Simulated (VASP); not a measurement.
Wanted: the native input for a VASP 6.6.1 run.

```
Task                   : single point
Functional             : r2SCAN
Potentials or basis    : VASP PAW PBE potentials, release 64 (Si, C)
Cutoff                 : 520 eV
k mesh                 : 12 × 12 × 6
Occupations            : gaussian, width 0.05 eV
Spin                   : no spin polarisation
Dipole correction      : no
Further INCAR settings : ALGO = Normal; EDIFF = 1e-07; NBANDS = 16
```

SiC:

```
Si C
1.0
     2.95219    0.00000    0.00000
    -1.47609    2.55667    0.00000
     0.00000    0.00000    5.45202
Si C
2 2
Direct
  0.33333 0.66667 0.00460
  0.66667 0.33333 0.50460
  0.33333 0.66667 0.38040
  0.66667 0.33333 0.88040
```

This cell differs from its parent crystal: strain -0.040 along x and y, +0.080 along z.

The input as run:

POSCAR

```
SiC
1.0
    2.9521872073      0.0000000000      0.0000000000
   -1.4760936037      2.5566691183      0.0000000000
    0.0000000000      0.0000000000      5.4520202008
Si C
2 2
Direct
    0.3333333333      0.6666666667      0.0046028828
    0.6666666667      0.3333333333      0.5046028828
    0.3333333333      0.6666666667      0.3803971172
    0.6666666667      0.3333333333      0.8803971172
```

INCAR.step1

```
PREC = Accurate
ENCUT = 520
ISMEAR = 0
SIGMA = 0.05
LREAL = False
LASPH = True
NELM = 60
NBANDS = 16
GGA = PE
ALGO = Normal
EDIFF = 1E-4
LWAVE = True
LCHARG = False
```

INCAR.step2

```
PREC = Accurate
ENCUT = 520
EDIFF = 1E-7
ISMEAR = 0
SIGMA = 0.05
LREAL = False
LASPH = True
NELM = 60
ALGO = Normal
ISIF = 2
LWAVE = False
LCHARG = True
METAGGA = R2SCAN
LMIXTAU = True
LELF = True
LVHAR = True
NBANDS = 16
ISTART = 1
```

KPOINTS

```
regular mesh
0
Gamma
  12 12 6
```

Potentials or basis: VASP PAW PBE potentials, release 64 (Si, C).

Launch:

```sh
$ cat potpaw_PBE.64/Si/POTCAR potpaw_PBE.64/C/POTCAR > POTCAR
$ cp INCAR.step1 INCAR
$ mpirun -np 1 vasp_std > vasp.out
$ cp INCAR.step2 INCAR
$ mpirun -np 1 vasp_std > vasp.out
```

It gave:

| Quantity | Value |
| --- | --- |
| Pressure | 5.4 GPa |
| Largest force | 0.466 eV/Å |
| Band gap on the k mesh | 2.16 eV (least direct gap 3.71 eV) |

Caveat: the cell differs from its parent crystal (strain -0.040 along x and y, +0.080 along z); the stress differs along the axes, from -37 to 27 GPa; the PAW data sets were made with another functional, which shifts forces and pressure a little.

Wall time 85 s on 1 thread of Intel(R) Xeon(R) 6975P-C (Granite Rapids), with other jobs on the host, peak memory 0.18 GiB.
